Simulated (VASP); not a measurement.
# Al in VASP: a series of runs, part 2 of 2

VASP 6.6.1. The steps go on from the part before.

**3. Single point, PBE**

This run uses another cell than the first one: it holds 8 atoms, not 4.

INCAR reads:

```
SYSTEM = Al
ALGO = Normal ; EDIFF = 1E-7
ENCUT = 520 ; GGA = PE
ISIF = 2 ; ISMEAR = 0
LASPH = .True. ; LCHARG = .False.
LREAL = .False. ; LWAVE = .False.
NBANDS = 22 ; NELM = 100
PREC = Accurate ; SIGMA = 0.1
```

KPOINTS reads:

```
k-points
0
Gamma
  4 4 4
  0 0 0
```

POSCAR reads:

```
Al
1.0
    3.1300978651      0.0000000000      0.0000000000
    0.0000000000      8.0703241151      0.0000000000
    0.0000000000      0.0000000000      5.7494643407
Al
8
Direct
    0.0000000000      0.0000000000      0.7361857478
    0.5000000000      0.5000000000      0.7638142522
    0.0000000000      0.0000000000      0.2638142522
    0.5000000000      0.5000000000      0.2361857478
    0.4988654356      0.7966420769      0.0000000000
    0.5011345644      0.2033579231      0.0000000000
   -0.0011345644      0.7033579231      0.5000000000
    1.0011345644      0.2966420769      0.5000000000
```

Potentials or basis: VASP PAW PBE potentials, release 64 (Al).

Run with:

```sh
$ cat potpaw_PBE.64/Al/POTCAR > POTCAR
$ mpirun -np 1 vasp_std > vasp.out
```

OUTCAR:

```text
SYSTEM = Al
   EDIFF = 1E-7
   ENCUT = 520
   GGA = PE
   ISIF = 2
   ISMEAR = 0
   LASPH = .True.
   LREAL = .False.
   NELM = 100
   PREC = Accurate

 ion  position               nearest neighbor table
   1  0.000  0.000  0.736-   3 2.72   5 2.73   6 2.73   6 2.73   5 2.73   8 2.75   7 2.75   3 3.03

   2  0.500  0.500  0.764-   4 2.72   7 2.73   8 2.73   8 2.73   7 2.73   6 2.75   5 2.75   4 3.03

   3  0.000  0.000  0.264-   1 2.72   5 2.73   6 2.73   6 2.73   5 2.73   8 2.75   7 2.75   1 3.03

   4  0.500  0.500  0.236-   2 2.72   7 2.73   8 2.73   8 2.73   7 2.73   6 2.75   5 2.75   2 3.03

   5  0.499  0.797  0.000-   1 2.73   3 2.73   1 2.73   3 2.73   2 2.75   4 2.75   6 3.28   7 3.36
                             7 3.36   7 3.36   7 3.36
   6  0.501  0.203  0.000-   1 2.73   3 2.73   1 2.73   3 2.73   2 2.75   4 2.75   5 3.28   8 3.36
                             8 3.36   8 3.36   8 3.36
   7  0.999  0.703  0.500-   2 2.73   4 2.73   2 2.73   4 2.73   3 2.75   1 2.75   8 3.28   5 3.36
                             5 3.36   5 3.36   5 3.36
   8  0.001  0.297  0.500-   2 2.73   4 2.73   2 2.73   4 2.73   3 2.75   1 2.75   7 3.28   6 3.36
                             6 3.36   6 3.36   6 3.36

  LATTYP: Found a simple orthorhombic cell.
 ALAT       =     3.1300978651
[... 201 lines left out ...]
 cond. band min:       6.8895288175   @ k =   0.5000   0.5000   0.2500
 fundamental gap:      0.0534164725
 Fermi energy:         6.8763815086

 k-point     1 :       0.0000    0.0000    0.0000
  band No.  band energies     occupation
      1      -3.5843      2.00000
      2      -1.6676      2.00000
      3      -1.0609      2.00000
      4       0.9148      2.00000
      5       0.9812      2.00000
      6       2.6637      2.00000
[... 589 lines left out ...]
     21      11.0632      0.00000
     22      11.0632      0.00000

 [... further k-points ...]
[... 5 lines left out ...]
  --------------------------------------------------------------------------------------
  -------------------------------------------------------------------------------------
  Total       -0.1216582     -0.0797030     -0.0901718     -0.0000000      0.0000000      0.0000000
  in kB       -1.3420711     -0.8792433     -0.9947295     -0.0000000      0.0000000      0.0000000
  external PRESSURE =      -1.0720146 kB  Pullay stress =       0.0000000 kB

 VOLUME and BASIS-vectors are now :
 -----------------------------------------------------------------------------
  energy-cutoff  :      520.00
  volume of cell :      145.24
      direct lattice vectors                 reciprocal lattice vectors
     3.130097865  0.000000000  0.000000000     0.319478829  0.000000000  0.000000000
     0.000000000  8.070324115  0.000000000     0.000000000  0.123910761  0.000000000
     0.000000000  0.000000000  5.749464341     0.000000000  0.000000000  0.173929246

 POSITION                                       TOTAL-FORCE (eV/Angst)
 -----------------------------------------------------------------------------------
      0.00000      0.00000      4.23267        -0.000000      0.000000      0.020958
      1.56505      4.03516      4.39152        -0.000000      0.000000     -0.020958
      0.00000      0.00000      1.51679        -0.000000      0.000000     -0.020958
      1.56505      4.03516      1.35794        -0.000000      0.000000      0.020958
      1.56150      6.42916      0.00000         0.009116      0.012176      0.000000
      1.56860      1.64116      0.00000        -0.009116     -0.012176      0.000000
      3.12655      5.67633      2.87473         0.009116     -0.012176      0.000000
      0.00355      2.39400      2.87473        -0.009116      0.012176      0.000000
 -----------------------------------------------------------------------------------
    total drift:                               -0.000000     -0.000000     -0.000000

  FREE ENERGIE OF THE ION-ELECTRON SYSTEM (eV)
  ---------------------------------------------------
  free  energy   TOTEN  =       -28.8950836539 eV

  energy  without entropy=      -28.8850573752  energy(sigma->0) =      -28.89007051
```

Run time: 75 s. Hardware: 1 thread of Intel Xeon Platinum 8488C (Sapphire Rapids), shared host; peak memory 0.26 GiB.

What came out:

```yaml
Free_energy: -28.8951 eV
Pressure: -0.1 GPa
Largest_force: 0.021 eV/Å
Band_gap_on_the_k_mesh: zero (bands 12 and 13 overlap by 2.96 eV)
```

Forces on the atoms (eV/Å):
```
Al   0.000  0.000  0.021
Al   0.000  0.000 -0.021
Al   0.000  0.000 -0.021
Al   0.000  0.000  0.021
Al   0.009  0.012  0.000
Al  -0.009 -0.012  0.000
Al   0.009 -0.012  0.000
Al  -0.009  0.012  0.000
```

Levels at points of the mesh, in eV from the Fermi level:
| k point | band 9 | band 10 | band 11 | band 12 | band 13 | band 14 | band 15 | band 16 |
| --- | --- | --- | --- | --- | --- | --- | --- | --- |
| (0.00, 0.00, 0.00) | -3.63 | -2.04 | -0.91 | 1.80 | 1.96 | 3.05 | 3.30 | 3.48 |
| (0.50, 0.00, 0.00) | -2.34 | -2.34 | -0.29 | -0.29 | -0.19 | -0.19 | -0.09 | -0.09 |
| (0.00, 0.50, 0.00) | -1.18 | -1.18 | -1.12 | -1.12 | 3.08 | 3.08 | 3.77 | 3.77 |
| (0.50, 0.50, 0.00) | -1.86 | -1.86 | -1.76 | -1.76 | -1.16 | -1.16 | -0.66 | -0.66 |
| (0.00, 0.00, 0.50) | -0.81 | -0.81 | 0.06 | 0.06 | 1.41 | 1.41 | 1.69 | 1.69 |
| (0.50, 0.00, 0.50) | -3.07 | -3.07 | -2.86 | -2.86 | 2.05 | 2.05 | 2.60 | 2.60 |
| (0.00, 0.50, 0.50) | -0.54 | -0.54 | 0.24 | 0.24 | 3.64 | 3.64 | 3.83 | 3.83 |
| (0.50, 0.50, 0.50) | -1.55 | -1.55 | -0.96 | -0.96 | -0.49 | -0.49 | 0.25 | 0.25 |

Caveat: the k points lie up to 0.50 Å⁻¹ apart, too coarse for converged energies and pressures of a metal.

The gap in the log of VASP goes by the Fermi energy; the results here count the filled bands.